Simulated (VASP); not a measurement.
# Li2GeS3 in VASP: single point with PBE+D3(BJ)

Aim: the single point of Li2GeS3 with PBE+D3(BJ).

Program: VASP 6.6.1. These are calculated values, not measurements. Logs are shortened: lines on timing, memory, paths and dates and some standing lists are left out, and cuts for length are marked.

## 1. The cell of the first run

The cell holds an amorphous packing of atoms, 24 atoms: a = 8.162 Å, b = 8.112 Å, c = 8.237 Å, α = 91.18°, β = 95.36°, γ = 86.30°.

## 2. Single point, PBE+D3(BJ)

INCAR

```
SYSTEM = Li2GeS3
ALGO = Normal
EDIFF = 1E-6
ENCUT = 520
GGA = PE
ISIF = 2
ISMEAR = -1
IVDW = 12
LASPH = .TRUE.
LCHARG = .FALSE.
LREAL = Auto
LWAVE = .FALSE.
NBANDS = 94
NELM = 60
PREC = Accurate
SIGMA = 0.112
```

KPOINTS

```
k-points
0
G
  3 3 3
  0 0 0
```

POSCAR

```
Li2GeS3
1.0
    8.1492130000      0.2608840000     -0.3825630000
    0.2608840000      8.1074400000     -0.0781450000
   -0.3825630000     -0.0781450000      8.2274370000
Ge S Li
4 12 8
Direct
    0.4330995833      0.4755010319      0.4619179366
    0.1693088711      0.3302631375      0.2734338939
    0.8489708118      0.4021022896      0.2797591018
    0.3583098332      0.3905132579      0.8669850227
    0.6885823505      0.3804107834      0.0652244722
    0.1811612420      0.3107697758      0.6078624276
    0.9366284314      0.6652289727      0.2838477884
    0.8183892925      0.0124061772      0.7432987764
    0.0629978409      0.3937317937      0.9552190280
    0.5649868271      0.0500350551      0.7510575366
    0.1747888711      0.6315171704      0.2268331833
    0.6759890152      0.3662430791      0.5494515022
    0.1727759955      0.0423545701      0.5180226288
    0.8830495579      0.8841689631      0.9721808446
    0.5977002143      0.8916097961      0.2927101839
    0.3214658982      0.6146855209      0.7245955409
    0.5407756523      0.7322527046      0.0797786727
    0.7380086529      0.7847152743      0.5060308723
    0.1012085450      0.7095316737      0.9062073470
    0.9098332741      0.9989175591      0.3247544033
    0.6439728993      0.1018072261      0.1001370323
    0.4578051683      0.9607289144      0.5067230583
    0.7934897460      0.2684200327      0.8383742726
    0.1142980583      0.1537176384      0.8618306268
```

Potentials or basis: VASP PAW PBE potentials, release 64 (Ge_d, S, Li_sv).

Launch:

```sh
> cat potpaw_PBE.64/Ge_d/POTCAR potpaw_PBE.64/S/POTCAR potpaw_PBE.64/Li_sv/POTCAR > POTCAR
> mpirun -np 1 vasp_std > vasp.out
```

OUTCAR:

```text
SYSTEM = Li2GeS3
   EDIFF = 1E-6
   ENCUT = 520
   GGA = PE
   ISIF = 2
   ISMEAR = -1
   IVDW = 12
   LASPH = .TRUE.
   LREAL = Auto
   NELM = 60
   PREC = Accurate
 IVDW          = 12

 ion  position               nearest neighbor table
   1  0.433  0.476  0.462-  12 2.18  16 2.63   2 2.84
   2  0.169  0.330  0.273-  11 2.49   3 2.65   9 2.73   6 2.75   1 2.84
   3  0.849  0.402  0.280-   5 2.11   7 2.29   2 2.65  12 2.77
   4  0.358  0.391  0.867-  16 2.17   6 2.56   9 2.58
   5  0.689  0.380  0.065-   3 2.11  23 2.28  21 2.34
   6  0.181  0.311  0.608-  13 2.29   4 2.56  24 2.59   2 2.75
   7  0.937  0.665  0.284-  11 2.04   3 2.29  18 2.68
   8  0.818  0.012  0.743-  10 2.08  14 2.18  23 2.21
   9  0.063  0.394  0.955-  24 2.11  23 2.58   4 2.58  19 2.64   2 2.73
  10  0.565  0.050  0.751-   8 2.08  22 2.24  23 2.69
  11  0.175  0.632  0.227-   7 2.04   2 2.49
  12  0.676  0.366  0.549-   1 2.18  23 2.60   3 2.77
  13  0.173  0.042  0.518-   6 2.29  22 2.39  20 2.59
  14  0.883  0.884  0.972-   8 2.18  19 2.30
  15  0.598  0.892  0.293-  18 2.17  17 2.19  22 2.23  21 2.42
  16  0.321  0.615  0.725-   4 2.17  19 2.52   1 2.63
  17  0.541  0.732  0.080-  15 2.19
  18  0.738  0.785  0.506-  15 2.17   7 2.68
  19  0.101  0.710  0.906-  14 2.30  16 2.52   9 2.64
  20  0.910  0.999  0.325-  13 2.59
  21  0.644  0.102  0.100-   5 2.34  15 2.42
  22  0.458  0.961  0.507-  15 2.23  10 2.24  13 2.39
  23  0.793  0.268  0.838-   8 2.21   5 2.28   9 2.58  12 2.60  10 2.69
  24  0.114  0.154  0.862-   9 2.11   6 2.59

  LATTYP: Found a triclinic cell.
 ALAT       =    11.0406654619
 B/A-ratio  =     1.2216167898
 C/A-ratio  =     1.0362555005
 COS(alpha) =     0.0001551373
 COS(beta)  =     0.5102484768
 COS(gamma) =     0.7991481060

  Lattice vectors:

 A1 = (  -7.7666500000,  -0.1827390000,  -7.8448740000)
 A2 = (  -7.5057660000,   7.9247010000,  -7.9230190000)
 A3 = (   0.1216790000,  -8.0292950000,  -8.1492920000)

Analysis of symmetry for initial positions (statically):
=====================================================================
 Subroutine PRICEL returns:
 Original cell was already a primitive cell.

 Routine SETGRP: Setting up the symmetry group for a
 triclinic supercell.

 Subroutine GETGRP returns: Found  1 space group operations
 (whereof  1 operations were pure point group operations)
 out of a pool of  2 trial point group operations.

The static configuration has the point symmetry C_1 .

Analysis of symmetry for dynamics (positions and initial velocities):
=====================================================================
 Subroutine PRICEL returns:
 Original cell was already a primitive cell.

 Routine SETGRP: Setting up the symmetry group for a
 triclinic supercell.

 Subroutine GETGRP returns: Found  1 space group operations
 (whereof  1 operations were pure point group operations)
 out of a pool of  2 trial point group operations.

The dynamic configuration has the point symmetry C_1 .

 Subroutine INISYM returns: Found  1 space group operations
 (whereof  1 operations are pure point group operations),
 and found     1 'primitive' translations

----------------------------------------------------------------------------------------

                                     Primitive cell

  volume of cell :     541.7999

  direct lattice vectors                    reciprocal lattice vectors
     8.149213000  0.260884000 -0.382563000     0.123103270 -0.003906444  0.005687006
     0.260884000  8.107440000 -0.078145000    -0.003906444  0.123478753  0.000991170
    -0.382563000 -0.078145000  8.227437000     0.005687006  0.000991170  0.121818386

  length of vectors
     8.162357958  8.112012725  8.236697195     0.123296461  0.123544507  0.121955088

  position of ions in fractional coordinates (direct lattice)
     0.433099583  0.475501032  0.461917937
     0.169308871  0.330263137  0.273433894
     0.848970812  0.402102290  0.279759102
     0.358309833  0.390513258  0.866985023
     0.688582350  0.380410783  0.065224472
     0.181161242  0.310769776  0.607862428
[... 16 lines left out ...]
     0.793489746  0.268420033  0.838374273
     0.114298058  0.153717638  0.861830627

  ion indices of the primitive-cell ions
   primitive index   ion index
                 1           1
                 2           2
                 3           3
                 4           4
                 5           5
                 6           6
[... 16 lines left out ...]
                23          23
                24          24

----------------------------------------------------------------------------------------

 KPOINTS: k-points

Automatic generation of k-mesh.
 Grid dimensions read from file:
 generate k-points for:    3    3    3

 Generating k-lattice:

  Cartesian coordinates                     Fractional coordinates (reciprocal lattice)
     0.041034423 -0.001302148  0.001895669     0.333333333  0.000000000  0.000000000
    -0.001302148  0.041159584  0.000330390     0.000000000  0.333333333 -0.000000000
     0.001895669  0.000330390  0.040606129     0.000000000 -0.000000000  0.333333333

  Length of vectors
     0.041098820  0.041181502  0.040651696

  Shift w.r.t. Gamma in fractional coordinates (k-lattice)
     0.000000000  0.000000000  0.000000000

 Subroutine IBZKPT returns following result:
 ===========================================

 Found     14 irreducible k-points:

 Following reciprocal coordinates:
            Coordinates               Weight
  0.000000  0.000000  0.000000      1.000000
  0.333333 -0.000000  0.000000      2.000000
 -0.000000  0.333333  0.000000      2.000000
  0.333333  0.333333  0.000000      2.000000
 -0.333333  0.333333  0.000000      2.000000
 -0.000000 -0.000000  0.333333      2.000000
  0.333333 -0.000000  0.333333      2.000000
 -0.333333  0.000000  0.333333      2.000000
 -0.000000  0.333333  0.333333      2.000000
  0.333333  0.333333  0.333333      2.000000
 -0.333333  0.333333  0.333333      2.000000
  0.000000 -0.333333  0.333333      2.000000
  0.333333 -0.333333  0.333333      2.000000
 -0.333333 -0.333333  0.333333      2.000000
   k-points           NKPTS =     14   k-points in BZ     NKDIM =     14   number of bands    NBANDS=     94
   number of dos      NEDOS =    301   number of ions     NIONS =     24
   total plane-waves  NPLWV = 245760
   dimension x,y,z NGX =    64 NGY =   60 NGZ =   64
   dimension x,y,z NGXF=   128 NGYF=  120 NGZF=  128
   ions per type =               4  12   8
   NGX,Y,Z   is equivalent  to a cutoff of  13.04, 12.30, 12.92 a.u.
   NGXF,Y,Z  is equivalent  to a cutoff of  26.07, 24.59, 25.83 a.u.
 SYSTEM =  Li2GeS3
   PREC   = accura    normal or accurate (medium, high low for compatibility)
   ISTART =      0    job   : 0-new  1-cont  2-samecut
   ICHARG =      2    charge: 1-file 2-atom 10-const
   ISPIN  =      1    spin polarized calculation?
   LNONCOLLINEAR =      F non collinear calculations
   LSORBIT =      F    spin-orbit coupling
   LASPH  =      T    aspherical Exc in radial PAW
   ENCUT  =  520.0 eV  38.22 Ry    6.18 a.u.  15.18 15.08 15.31*2*pi/ulx,y,z
   NELM   =     60;   NELMIN=  2; NELMDL= -5     # of ELM steps
   EDIFF  = 0.1E-05   stopping-criterion for ELM
   LREAL  =      T    real-space projection
   EDIFFG = 0.1E-04   stopping-criterion for IOM
   NSW    =      0    number of steps for IOM
   IBRION =     -1    ionic relax: 0-MD 1-quasi-New 2-CG
   NFREE  =      0    steps in history (QN), initial steepest desc. (CG)
   ISIF   =      2    stress and relaxation
   ISYM   =      2    0-nonsym 1-usesym 2-fastsym
   POTIM  = 0.5000    time-step for ionic-motion
   TEBEG  =    0.0;   TEEND  =   0.0 temperature during run
   PSTRESS=    0.0 pullay stress
   NELECT =     152.0000    total number of electrons
   NUPDOWN=      -1.0000    fix difference up-down
   EMIN   =  10.00;   EMAX   =-10.00  energy-range for DOS
   EFERMI =   0.00;   METHOD = LEGACY
   ISMEAR =    -1;   SIGMA  =   0.11  broadening in eV -4-tet -1-fermi 0-gaus
   EFERMI_NEDOS =   21; number of points for ismear=-14 and -15
   IALGO  =     38    algorithm
   IMIX   =      4    mixing-type and parameters
     AMIX     =   0.40;   BMIX     =  1.00
     AMIX_MAG =   1.60;   BMIX_MAG =  1.00
  volume/ion in A,a.u.               =      22.57       152.34
  Fermi-wavevector in a.u.,A,eV,Ry     =   1.071708  2.025234 15.627074  1.148558
  Thomas-Fermi vector in A             =   2.207456
   LORBIT       =      0    0 simple, 1 ext, 2 COOP (PROOUT), +10 PAW based schemes
   GGA     = PE    functional components
   LHFCALC =     F    Hartree Fock is set to
   AEXX    =    0.0000 exact exchange contribution
   IVDW    =    12    specifies the selected vdW correction
   LEPSILON=     F    determine dielectric tensor
   LRPA    =     F    only Hartree local field effects (RPA)
 non-spin polarized calculation
  energy-cutoff  :      520.00
  volume of cell :      541.80
 maximum number of plane-waves:     14609
 NGX is ok and might be reduce to    64
   NGX = 31   NGY = 31   NGZ = 31

 number of electron     151.9999987 magnetization

 Free energy of the ion-electron system (eV)
  ---------------------------------------------------
  ext. energy  EPLUGINS =         0.00000000
  ---------------------------------------------------
  free energy    TOTEN  =       -93.07189732 eV

  energy without entropy =      -93.03270600  energy(sigma->0) =      -93.05230166

 E-fermi :   2.6813     XC(G=0):  -8.0929

 val. band max:        2.2931171944   @ k =   0.3333  -0.0000   0.3333
 cond. band min:       3.0461680031   @ k =   0.0000   0.0000   0.0000
 fundamental gap:      0.7530508088
 Fermi energy:         2.6812788005

 k-point     1 :       0.0000    0.0000    0.0000
  band No.  band energies     occupation
      1     -44.2904      2.00000
      2     -44.2113      2.00000
      3     -44.0416      2.00000
      4     -43.8995      2.00000
      5     -43.5072      2.00000
      6     -43.4996      2.00000
[... 80 lines left out ...]
     87       5.4879      0.00000
     88       5.6701      0.00000

 k-point     2 :       0.3333   -0.0000    0.0000
  band No.  band energies     occupation
      1     -44.2904      2.00000
      2     -44.2113      2.00000
      3     -44.0416      2.00000
      4     -43.8995      2.00000
      5     -43.5072      2.00000
      6     -43.4996      2.00000
[... 1081 lines left out ...]
     87       5.7400      0.00000
     88       5.9440      0.00000

 k-point    14 :      -0.3333   -0.3333    0.3333
  band No.  band energies     occupation
      1     -44.2904      2.00000
      2     -44.2113      2.00000
      3     -44.0416      2.00000
      4     -43.8995      2.00000
      5     -43.5072      2.00000
      6     -43.4996      2.00000
[... 80 lines left out ...]
     87       5.8176      0.00000
     88       5.9895      0.00000
 [bands above 88 left out]

------------------------ aborting loop because EDIFF is reached ----------------------------------------

 Edisp (eV)   -5.30157

 E8    (eV) :    -2.0706

  FORCE on cell =-STRESS in cart. coord.  units (eV):
  Direction    XX          YY          ZZ          XY          YZ          ZX
  --------------------------------------------------------------------------------------
  -------------------------------------------------------------------------------------
  Total       4.62017     1.36942    -4.24676    -5.66002     1.53024     5.79213
  in kB      13.66247     4.04956   -12.55827   -16.73746     4.52515    17.12811
  external pressure =        1.72 kB  Pullay stress =        0.00 kB

 VOLUME and BASIS-vectors are now :
 -----------------------------------------------------------------------------
  energy-cutoff  :      520.00
  volume of cell :      541.80
      direct lattice vectors                 reciprocal lattice vectors
     8.149213000  0.260884000 -0.382563000     0.123103270 -0.003906444  0.005687006
     0.260884000  8.107440000 -0.078145000    -0.003906444  0.123478753  0.000991170
    -0.382563000 -0.078145000  8.227437000     0.005687006  0.000991170  0.121818386

 POSITION                                       TOTAL-FORCE (eV/Angst)
 -----------------------------------------------------------------------------------
      3.47676      3.93199      3.59755        -0.507861      0.141778      0.073093
      1.36129      2.70039      2.15908         0.321866     -0.268080     -0.828732
      6.91632      3.45964      1.94549         0.980044     -0.478035      1.574921
      2.69015      3.19179      6.96547        -0.473185     -1.594590      0.571262
      5.68569      3.25870      0.24348        -1.929185      0.329316     -0.443946
      1.32485      2.51931      4.90756         0.248247     -1.533249     -1.037394
[... 16 lines left out ...]
      6.21561      2.31769      6.57314         0.100220      0.949011     -0.279986
      0.64184      1.20873      7.03492         0.109122     -1.156887     -0.640706
 -----------------------------------------------------------------------------------
    total drift:                               -0.006930      0.014677     -0.009299

  FREE ENERGIE OF THE ION-ELECTRON SYSTEM (eV)
  ---------------------------------------------------
  free  energy   TOTEN  =       -98.3734707728 eV

  energy  without entropy=      -98.3342794461  energy(sigma->0) =      -98.35387511
```

Run time: 14 min. Hardware: 1 thread of Intel Xeon Platinum 8559C (Emerald Rapids), shared host; peak memory 0.79 GiB.

Results:

```yaml
Free_energy: -98.3735 eV
Largest_force: 2.007 eV/Å
Band_gap_on_the_k_mesh: 0.75 eV, indirect (least direct gap 0.85 eV)
Dispersion_energy_per_atom: -0.221 eV
```

Forces on the atoms (eV/Å):
```
Ge  -0.508  0.142  0.073
Ge   0.322 -0.268 -0.829
Ge   0.980 -0.478  1.575
Ge  -0.473 -1.595  0.571
S   -1.929  0.329 -0.444
S    0.248 -1.533 -1.037
S   -0.945  1.636 -0.033
S    0.146 -1.355  0.201
S   -0.007  0.317  0.551
S    0.089  0.047  0.700
S    0.668  0.334  0.765
S    1.545  0.170 -0.478
S   -0.494  1.278  0.482
S    0.009  0.639 -0.345
S    0.164  0.750 -0.173
S    0.093  1.839 -0.455
Li   0.283 -0.488 -0.536
Li   0.587 -0.441  0.658
Li   0.031 -0.689  0.059
Li   0.098 -0.276  0.057
Li  -0.343 -0.438 -0.197
Li  -0.775  0.288 -0.245
Li   0.100  0.949 -0.280
Li   0.109 -1.157 -0.641
```

Levels at points of the mesh, in eV from the valence-band top:
```csv
k point,band 73,band 74,band 75,band 76,band 77,band 78,band 79,band 80
"(0.00, 0.00, 0.00)",-0.71,-0.64,-0.36,-0.28,0.75,1.41,1.72,1.90
```

Caveat: the cutoff is under 1.25 times the usual one of these potentials, so pressure, stress and relaxed cells hold a basis-set (Pulay) error.
